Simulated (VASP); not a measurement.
The system is SnO2.

```
CELL_PARAMETERS angstrom
1.61709 0.93363 4.80059
-1.61709 0.93363 4.80059
0.00000 -1.86726 4.80059
ATOMIC_POSITIONS crystal
Sn 0.50000 0.50000 0.50000
O 0.23717 0.23717 0.23717
O 0.76283 0.76283 0.76283
```

```yaml
Program: VASP 6.6.1
Task: relaxation of cell and atoms
Functional: PBEsol
Potentials_or_basis: VASP PAW PBE potentials, release 64 (Sn_d, O)
Cutoff: 600 eV
k_mesh: 6 × 6 × 6
Occupations: gaussian, width 0.01 eV
Spin: no spin polarisation
```

At the start: pressure -4.7 GPa; volume 14.50 Å³/atom.

Problem. How do energy, volume and symmetry change on relaxing?

Solution. Over 15 steps the energy falls by 12.2 meV/atom and the volume is 12.89 Å³/atom (-11.1 %); space group R-3m (No. 166, to 0.05 Å).

The path:
| step | energy change (eV) | largest force (eV/Å) | pressure (GPa) | volume (Å³) |
| --- | --- | --- | --- | --- |
| 1 | 0.0000 | 0.3481 | -4.71 | 43.49 |
| 2 | 0.0183 | 0.5960 | 7.07 | 40.86 |
| 3 | -0.0204 | 0.0241 | -0.17 | 42.35 |
| 4 | -0.0204 | 0.0320 | -0.07 | 42.32 |
| 5 | -0.0211 | 0.0486 | -0.09 | 42.24 |
| 6 | -0.0229 | 0.0982 | -0.14 | 41.98 |
| 7 | -0.0241 | 0.1966 | -0.21 | 41.45 |
| 8 | -0.0245 | 0.1938 | -0.23 | 41.39 |
| 9 | -0.0256 | 0.1851 | -0.31 | 41.24 |
| 10 | -0.0277 | 0.1679 | -0.44 | 40.92 |
| 11 | -0.0313 | 0.1342 | -0.66 | 40.29 |
| 12 | -0.0347 | 0.0639 | -0.80 | 39.01 |
| 13 | -0.0360 | 0.0936 | 0.82 | 38.53 |
| 14 | -0.0361 | 0.0867 | 0.45 | 38.64 |
| 15 | -0.0367 | 0.0091 | -0.01 | 38.66 |

Final structure:
```
Sn O
1.0
     1.61094    0.93008    4.30009
    -1.61094    0.93008    4.30009
     0.00000   -1.86015    4.30009
Sn O
1 2
Direct
  0.50000 0.50000 0.50000
  0.24307 0.24307 0.24307
  0.75693 0.75693 0.75693
```

Caveat: the PAW data sets were made with another functional, which shifts forces and pressure a little; the relaxation stopped at a loose force limit of 0.05 eV/Å, so its end isn't a converged minimum.
